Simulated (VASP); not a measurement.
Set up this calculation in VASP 6.6.1, as the native input.

```yaml
Task: single point
Functional: PBE
Potentials_or_basis: VASP PAW PBE potentials, release 64 (Zr_sv, Pb_d, O)
Cutoff: 520 eV
k_mesh: 4 × 4 × 4
Occupations: gaussian, width 0.1 eV
Spin: no spin polarisation
Dipole_correction: no
Further_INCAR_settings: ALGO = Normal; EDIFF = 1e-06; NBANDS = 34
```

The structure of ZrPbO4 lies in POSCAR:

```
ZrPbO4
1.0
    0.0000000000      3.4255226400      3.4255226400
    3.4255226400      0.0000000000      3.4255226400
    3.4255226400      3.4255226400      0.0000000000
Zr Pb O
1 1 4
Direct
    0.7500000000      0.7500000000      0.7500000000
    0.5000000000      0.5000000000      0.5000000000
    0.6227704100      0.1257432000      0.1257432000
    0.1257432000      0.6227704100      0.1257432000
    0.1257432000      0.1257432000      0.6227704100
    0.1257432000      0.1257432000      0.1257432000
```

The input as run:

INCAR

```
SYSTEM = ZrPbO4
PREC = Accurate
ENCUT = 520
EDIFF = 1E-6
ISMEAR = 0
SIGMA = 0.1
LREAL = .False.
LASPH = .True.
NELM = 100
ALGO = Normal
ISIF = 2
LWAVE = .False.
LCHARG = .False.
GGA = PE
NBANDS = 34
```

KPOINTS

```
Automatic mesh
0
Gamma
  4 4 4
  0 0 0
```

Potentials or basis: VASP PAW PBE potentials, release 64 (Zr_sv, Pb_d, O).

The run is started by

```console
$ cat potpaw_PBE.64/Zr_sv/POTCAR potpaw_PBE.64/Pb_d/POTCAR potpaw_PBE.64/O/POTCAR > POTCAR
$ mpirun -np 1 vasp_std > vasp.out
```

It gave:

- Pressure: -11.2 GPa
- Largest force: 0.355 eV/Å
- Band gap on the k mesh: zero (band 25 reaches 6.80 eV, above the bottom of band 26 at 6.41 eV)

Caveat: the k points lie up to 0.40 Å⁻¹ apart; spin-orbit coupling is left out, which moves the levels of the heavy elements.

Wall time 29 s on 1 thread of Intel(R) Xeon(R) Platinum 8488C (Sapphire Rapids), with other jobs on the host, peak memory 0.21 GiB.
